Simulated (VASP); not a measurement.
# MgS (I4/mmm) in VASP: further runs

MgS is run at these levels: r2SCAN; tasks: single point.

Everything below comes from runs of VASP 6.6.1. Logs are shortened: lines on timing, memory, paths and dates and some standing lists are left out, and cuts for length are marked.

### 1 The cell of the first run

It takes space group I4/mmm (No. 139, tetragonal). The conventional cell has a = 3.385 Å, b = 3.385 Å, c = 5.411 Å, α = 90.00°, β = 90.00°, γ = 90.00°. Mg (site symmetry 4/mmm) has 6 S at 2.39 to 2.71 Å within 3.2 Å. Within 3.2 Å of S (site symmetry 4/mmm) lie 6 Mg at 2.39 to 2.71 Å.

### 2 Single point, r2SCAN (strain -0.080 along x and y, +0.040 along z)

POSCAR

```
MgS
1.0
    0.0000000000      2.3935180000      2.7057160000
    2.3935180000      0.0000000000      2.7057160000
    2.3935180000      2.3935180000      0.0000000000
Mg S
1 1
Direct
    0.0000000000      0.0000000000      0.0000000000
    0.5000000000      0.5000000000      0.5000000000
```

INCAR.step1

```
SYSTEM = MgS
PREC     = Accurate       ! precision mode
ENCUT    = 520            ! plane-wave cutoff, eV
ISMEAR   = 0              ! smearing method
SIGMA    = 0.05           ! smearing width, eV
LREAL    = .FALSE.        ! projectors in reciprocal space
LASPH    = .TRUE.         ! aspherical terms in the spheres
NELM     = 100            ! most SCF steps
NBANDS   = 11             ! bands
GGA      = PE             ! functional
ALGO     = Normal         ! electronic algorithm
EDIFF    = 1E-4           ! SCF threshold, eV
LWAVE    = .TRUE.         ! write WAVECAR
LCHARG   = .FALSE.        ! write CHGCAR
```

INCAR.step2

```
SYSTEM = MgS
PREC     = Accurate       ! precision mode
ENCUT    = 520            ! plane-wave cutoff, eV
EDIFF    = 1E-6           ! SCF threshold, eV
ISMEAR   = 0              ! smearing method
SIGMA    = 0.05           ! smearing width, eV
LREAL    = .FALSE.        ! projectors in reciprocal space
LASPH    = .TRUE.         ! aspherical terms in the spheres
NELM     = 100            ! most SCF steps
ALGO     = Normal         ! electronic algorithm
ISIF     = 2              ! what is computed and relaxed
LWAVE    = .FALSE.        ! write WAVECAR
LCHARG   = .FALSE.        ! write CHGCAR
METAGGA  = R2SCAN         ! meta-GGA
LMIXTAU  = .TRUE.       
NBANDS   = 11             ! bands
ISTART   = 1
```

KPOINTS

```
regular mesh
0
G
  8 8 8
  0 0 0
```

Potentials or basis: VASP PAW PBE potentials, release 64 (Mg, S).

The run is started by

```bash
$ cat potpaw_PBE.64/Mg/POTCAR potpaw_PBE.64/S/POTCAR > POTCAR
$ cp INCAR.step1 INCAR
$ mpirun -np 1 vasp_std > vasp.out
$ cp INCAR.step2 INCAR
$ mpirun -np 1 vasp_std > vasp.out
```

OUTCAR:

```text
SYSTEM = MgS
   PREC = Accurate
   ENCUT = 520
   EDIFF = 1E-6
   ISMEAR = 0
   LREAL = .FALSE.
   LASPH = .TRUE.
   NELM = 100
   ISIF = 2
   METAGGA = R2SCAN
   ISTART = 1

 ion  position               nearest neighbor table
   1  0.000  0.000  0.000-   2 2.39   2 2.39   2 2.39   2 2.39   2 2.71   2 2.71
   2  0.500  0.500  0.500-   1 2.39   1 2.39   1 2.39   1 2.39   1 2.71   1 2.71

  LATTYP: Found a body centered tetragonal cell.
 ALAT       =     3.3849456174
 C/A-ratio  =     1.5986762009

  Lattice vectors:

 A1 = (  -2.3935180000,   0.0000000000,   2.7057160000)
 A2 = (   2.3935180000,   0.0000000000,   2.7057160000)
 A3 = (   0.0000000000,   2.3935180000,  -2.7057160000)

Analysis of symmetry for initial positions (statically):
=====================================================================
 Subroutine PRICEL returns:
 Original cell was already a primitive cell.

 Routine SETGRP: Setting up the symmetry group for a
 body centered tetragonal supercell.

 Subroutine GETGRP returns: Found 16 space group operations
 (whereof 16 operations were pure point group operations)
 out of a pool of 16 trial point group operations.

The static configuration has the point symmetry D_4h.

Analysis of symmetry for dynamics (positions and initial velocities):
=====================================================================
 Subroutine PRICEL returns:
 Original cell was already a primitive cell.

 Routine SETGRP: Setting up the symmetry group for a
 body centered tetragonal supercell.

 Subroutine GETGRP returns: Found 16 space group operations
 (whereof 16 operations were pure point group operations)
 out of a pool of 16 trial point group operations.

The dynamic configuration has the point symmetry D_4h.

 Subroutine INISYM returns: Found 16 space group operations
 (whereof 16 operations are pure point group operations),
 and found     1 'primitive' translations

----------------------------------------------------------------------------------------

                                     Primitive cell

  volume of cell :      31.0017

  direct lattice vectors                    reciprocal lattice vectors
     0.000000000  2.393518000  2.705716000    -0.208897531  0.208897531  0.184793970
     2.393518000  0.000000000  2.705716000     0.208897531 -0.208897531  0.184793970
     2.393518000  2.393518000  0.000000000     0.208897531  0.208897531 -0.184793970

  length of vectors
[... 83 lines left out ...]
   LREAL  =      F    real-space projection
[... 7 lines left out ...]
   TEBEG  =    0.0;   TEEND  =   0.0 temperature during run
   PSTRESS=    0.0 pullay stress
   NELECT =       8.0000    total number of electrons
   NUPDOWN=      -1.0000    fix difference up-down
   EMIN   =  10.00;   EMAX   =-10.00  energy-range for DOS
   EFERMI =   0.00;   METHOD = LEGACY
   ISMEAR =     0;   SIGMA  =   0.05  broadening in eV -4-tet -1-fermi 0-gaus
   EFERMI_NEDOS =   21; number of points for ismear=-14 and -15
   IALGO  =     38    algorithm
   IMIX   =      4    mixing-type and parameters
     AMIX     =   0.40;   BMIX     =  1.00
     AMIX_MAG =   1.60;   BMIX_MAG =  1.00
  volume/ion in A,a.u.               =      15.50       104.60
  Fermi-wavevector in a.u.,A,eV,Ry     =   1.042261  1.969587 14.780104  1.086307
  Thomas-Fermi vector in A             =   2.176918
   LORBIT       =      0    0 simple, 1 ext, 2 COOP (PROOUT), +10 PAW based schemes
   METAGGA = R2SCAN    functional components
   LHFCALC =     F    Hartree Fock is set to
   AEXX    =    0.0000 exact exchange contribution
   IVDW    =     0    specifies the selected vdW correction
   LEPSILON=     F    determine dielectric tensor
   LRPA    =     F    only Hartree local field effects (RPA)
 non-spin polarized calculation
 Gauss-broadening in eV      SIGMA  =   0.05
  energy-cutoff  :      520.00
  volume of cell :       31.00
 maximum number of plane-waves:       850
   NGX = 13   NGY = 13   NGZ = 13

 number of electron       8.0000000 magnetization

 Free energy of the ion-electron system (eV)
  ---------------------------------------------------
  ext. energy  EPLUGINS =         0.00000000
  ---------------------------------------------------
  free energy    TOTEN  =       -15.18809632 eV

  energy without entropy =      -15.18809632  energy(sigma->0) =      -15.18809632

 E-fermi :   5.1551     XC(G=0): -10.6471

 val. band max:        4.8808514633   @ k =   0.0000   0.0000   0.0000
 cond. band min:       8.2462121673   @ k =   0.5000   0.0000   0.5000
 fundamental gap:      3.3653607040
 Fermi energy:         5.1551378194

 k-point     1 :       0.0000    0.0000    0.0000
  band No.  band energies     occupation
      1      -9.3370      2.00000
      2       4.5539      2.00000
      3       4.5539      2.00000
      4       4.8809      2.00000
      5      10.3264      0.00000
      6      12.2285      0.00000
      7      13.6805      0.00000
      8      13.6805      0.00000
      9      14.9238      0.00000
     10      16.6941      0.00000
     11      17.9081      0.00000
[... 309 lines left out ...]
 k-point    24 :       0.3750   -0.0000    0.1250
  band No.  band energies     occupation
      1      -8.0055      2.00000
      2       0.2567      2.00000
      3       3.5792      2.00000
      4       3.6482      2.00000
      5      10.5370      0.00000
      6      12.6822      0.00000
      7      13.4472      0.00000
      8      14.1175      0.00000
      9      17.8121      0.00000
     10      19.1475      0.00000
     11      19.9157      0.00000

 [... further k-points ...]

------------------------ aborting loop because EDIFF is reached ----------------------------------------

  FORCE on cell =-STRESS in cart. coord.  units (eV):
  Direction    XX          YY          ZZ          XY          YZ          ZX
  --------------------------------------------------------------------------------------
  -------------------------------------------------------------------------------------
  Total        4.5089100      4.5089100      0.2478465      0.0000000     -0.0000000     -0.0000000
  in kB      233.0217967    233.0217967     12.8087809      0.0000000     -0.0000000     -0.0000000
  external PRESSURE =     159.6174581 kB  Pullay stress =       0.0000000 kB

 VOLUME and BASIS-vectors are now :
 -----------------------------------------------------------------------------
  energy-cutoff  :      520.00
  volume of cell :       31.00
      direct lattice vectors                 reciprocal lattice vectors
     0.000000000  2.393518000  2.705716000    -0.208897531  0.208897531  0.184793970
     2.393518000  0.000000000  2.705716000     0.208897531 -0.208897531  0.184793970
     2.393518000  2.393518000  0.000000000     0.208897531  0.208897531 -0.184793970

 POSITION                                       TOTAL-FORCE (eV/Angst)
 -----------------------------------------------------------------------------------
      0.00000      0.00000      0.00000         0.000000      0.000000     -0.000000
      2.39352      2.39352      2.70572        -0.000000     -0.000000      0.000000
 -----------------------------------------------------------------------------------
    total drift:                                0.000000      0.000000      0.000000

  FREE ENERGIE OF THE ION-ELECTRON SYSTEM (eV)
  ---------------------------------------------------
  free  energy   TOTEN  =       -15.1880963244 eV

  energy  without entropy=      -15.1880963244  energy(sigma->0) =      -15.18809632
```

OSZICAR.step1:

```text
N       E                     dE             d eps       ncg     rms          rms(c)
DAV:   1     0.219190767526E+02    0.21919E+02   -0.36792E+03  1378   0.598E+02
DAV:   2    -0.732045713976E+01   -0.29240E+02   -0.27667E+02  1663   0.102E+02
DAV:   3    -0.853870999793E+01   -0.12183E+01   -0.12156E+01  1635   0.219E+01
DAV:   4    -0.854552262319E+01   -0.68126E-02   -0.68119E-02  1577   0.193E+00
DAV:   5    -0.854557088963E+01   -0.48266E-04   -0.48266E-04  1576   0.159E-01    0.518E+00
DAV:   6    -0.819259399446E+01    0.35298E+00   -0.67624E-01  1445   0.345E+00    0.408E+00
DAV:   7    -0.814713352741E+01    0.45460E-01   -0.23724E-01  1537   0.220E+00    0.261E+00
DAV:   8    -0.814760329503E+01   -0.46977E-03   -0.12759E-02  1442   0.690E-01    0.113E+00
DAV:   9    -0.814734843700E+01    0.25486E-03   -0.82335E-04  1481   0.175E-01    0.277E-01
DAV:  10    -0.814736081611E+01   -0.12379E-04   -0.12788E-04   955   0.576E-02
   1 F= -.81473608E+01 E0= -.81473608E+01  d E =-.459025E-11
```

Run time: 1.8 min. Hardware: 1 thread of AMD EPYC 7R43 (Zen 3), shared host; peak memory 0.14 GiB.

Results:

```yaml
Free_energy: -15.1881 eV
Pressure: 16.0 GPa
Band_gap_on_the_k_mesh: 3.37 eV, indirect (least direct gap 5.22 eV)
```

Levels at points of the mesh, in eV from the valence-band top:
```
           k point  band 1  band 2  band 3  band 4  band 5  band 6  band 7  band 8
(0.00, 0.00, 0.00)  -14.22   -0.33   -0.33    0.00    5.45    7.35    8.80    8.80
(0.50, 0.00, 0.00)  -12.52   -5.83   -1.27   -0.74    4.87    7.23    8.25   12.53
(0.50, 0.50, 0.00)  -12.47   -5.29   -1.77   -1.77    4.30    4.58   13.44   13.57
(0.50, 0.00, 0.50)  -11.83   -5.13   -3.00   -1.85    3.37    4.23   13.52   13.67
```

Caveat: the cell differs from its parent crystal (strain -0.080 along x and y, +0.040 along z); the PAW data sets were made with another functional, which shifts forces and pressure a little. A k mesh can miss the band edges.

### 3 Single point, r2SCAN (strain -0.080 along x and y, +0.080 along z)

POSCAR

```
MgS
1.0
    0.0000000000      2.3935180000      2.8097820000
    2.3935180000      0.0000000000      2.8097820000
    2.3935180000      2.3935180000      0.0000000000
Mg S
1 1
Direct
    0.0000000000      0.0000000000      0.0000000000
    0.5000000000      0.5000000000      0.5000000000
```

INCAR.step1

```
SYSTEM = MgS
PREC = Accurate
ENCUT = 520
ISMEAR = 0
SIGMA = 0.05
LREAL = .False.
LASPH = .True.
NELM = 80
NBANDS = 11
GGA = PE
ALGO = Normal
EDIFF = 1E-4
LWAVE = .True.
LCHARG = .False.
```

INCAR.step2

```
SYSTEM = MgS
PREC = Accurate
ENCUT = 520
EDIFF = 1E-7
ISMEAR = 0
SIGMA = 0.05
LREAL = .False.
LASPH = .True.
NELM = 80
ALGO = Normal
ISIF = 2
LWAVE = .False.
LCHARG = .False.
METAGGA = R2SCAN
LMIXTAU = .True.
NBANDS = 11
ISTART = 1
```

KPOINTS

```
regular mesh
0
Gamma
  8 8 8
  0 0 0
```

Potentials or basis: VASP PAW PBE potentials, release 64 (Mg, S).

The run is started by

```bash
$ cat potpaw_PBE.64/Mg/POTCAR potpaw_PBE.64/S/POTCAR > POTCAR
$ cp INCAR.step1 INCAR
$ mpirun -np 1 vasp_std > vasp.out
$ cp INCAR.step2 INCAR
$ mpirun -np 1 vasp_std > vasp.out
```

It took 1.9 min on 1 thread of AMD EPYC 7R43 (Zen 3), shared host; peak memory 0.14 GiB.

The run converged. Its results:

```yaml
Free_energy: -15.1823 eV
Pressure: 13.2 GPa
Band_gap_on_the_k_mesh: 3.33 eV, indirect (least direct gap 4.94 eV)
```

Stress tensor (GPa, compression positive):
```
21.03  0.00  0.00
 0.00 21.03  0.00
 0.00  0.00 -2.59
```

Levels at points of the mesh, in eV from the valence-band top:
```csv
k point,band 1,band 2,band 3,band 4,band 5,band 6,band 7,band 8
"(0.00, 0.00, 0.00)",-13.97,-0.34,-0.34,0.00,5.06,7.21,9.06,9.06
"(0.50, 0.00, 0.00)",-12.38,-5.61,-1.28,-0.62,4.71,7.30,8.45,12.09
"(0.50, 0.50, 0.00)",-12.48,-5.04,-1.55,-1.55,4.51,4.82,12.73,13.50
"(0.50, 0.00, 0.50)",-11.67,-4.89,-3.08,-1.62,3.33,4.41,12.79,13.30
```

Caveat: the cell differs from its parent crystal (strain -0.080 along x and y, +0.080 along z); the PAW data sets were made with another functional, which shifts forces and pressure a little. A k mesh can miss the band edges.

### 4 Single point, r2SCAN (strain +0.000 along x and y, -0.080 along z)

POSCAR

```
MgS
1.0
    0.0000000000      2.6016500000      2.3935180000
    2.6016500000      0.0000000000      2.3935180000
    2.6016500000      2.6016500000      0.0000000000
Mg S
1 1
Direct
    0.0000000000      0.0000000000      0.0000000000
    0.5000000000      0.5000000000      0.5000000000
```

INCAR.step1

```
SYSTEM = MgS
  PREC = Accurate
  ENCUT = 520
  ISMEAR = 0
  SIGMA = 0.05
  LREAL = .FALSE.
  LASPH = .TRUE.
  NELM = 80
  NBANDS = 11
  GGA = PE
  ALGO = Normal
  EDIFF = 1E-4
  LWAVE = .TRUE.
  LCHARG = .FALSE.
```

INCAR.step2

```
SYSTEM = MgS
  PREC = Accurate
  ENCUT = 520
  EDIFF = 1E-6
  ISMEAR = 0
  SIGMA = 0.05
  LREAL = .FALSE.
  LASPH = .TRUE.
  NELM = 80
  ALGO = Normal
  ISIF = 2
  LWAVE = .FALSE.
  LCHARG = .FALSE.
  METAGGA = R2SCAN
  LMIXTAU = .TRUE.
  NBANDS = 11
  ISTART = 1
```

KPOINTS

```
regular mesh
0
G
  8 8 8
  0 0 0
```

The run is started by

```bash
$ cat potpaw_PBE.64/Mg/POTCAR potpaw_PBE.64/S/POTCAR > POTCAR
$ cp INCAR.step1 INCAR
$ mpirun -np 1 vasp_std > vasp.out
$ cp INCAR.step2 INCAR
$ mpirun -np 1 vasp_std > vasp.out
```

It took 1.9 min on 1 thread of AMD EPYC 7R43 (Zen 3), shared host; peak memory 0.13 GiB.

It converged, with:

* Free energy: -15.3712 eV
* Pressure: 8.9 GPa
* Band gap on the k mesh: 3.25 eV, indirect (least direct gap 5.20 eV)

Stress tensor (GPa, compression positive):
```
 3.71  0.00  0.00
 0.00  3.71  0.00
 0.00  0.00 19.19
```

Levels at points of the mesh, in eV from the valence-band top:
```tsv
k point	band 1	band 2	band 3	band 4	band 5	band 6	band 7	band 8
(0.00, 0.00, 0.00)	-13.84	-0.41	0.00	0.00	5.20	8.06	8.06	9.01
(0.50, 0.00, 0.00)	-12.28	-5.48	-1.00	-0.74	5.10	6.99	8.19	12.10
(0.50, 0.50, 0.00)	-11.60	-4.75	-2.34	-2.34	3.25	4.32	13.82	14.41
(0.50, 0.00, 0.50)	-11.95	-4.91	-2.27	-1.52	3.72	4.67	13.39	13.57
```

Caveat: the cell differs from its parent crystal (strain +0.000 along x and y, -0.080 along z); the PAW data sets were made with another functional, which shifts forces and pressure a little. A k mesh can miss the band edges.

### 5 Summary

```tsv
cell	gap on the mesh (eV)	pressure (GPa)
a = 3.612, b = 3.612, c = 3.385 Å, angles 62.1, 62.1, 55.9°, 2 atoms	3.37	16.0
a = 3.691, b = 3.691, c = 3.385 Å, angles 62.7, 62.7, 54.6°, 2 atoms	3.33	13.2
a = 3.535, b = 3.535, c = 3.679 Å, angles 58.6, 58.6, 62.7°, 2 atoms	3.25	8.9
```

Alike in all rows: task single point; level r2SCAN; potentials or basis VASP PAW PBE potentials, release 64 (Mg, S); no spin polarisation; k mesh 8 × 8 × 8; cutoff (eV) 520; smearing gaussian 0.05 eV.

Caveats: the PAW data sets were made with another functional, which shifts forces and pressure a little.

Total energies depend on the potentials used, so only differences within one code and one set of settings carry meaning.
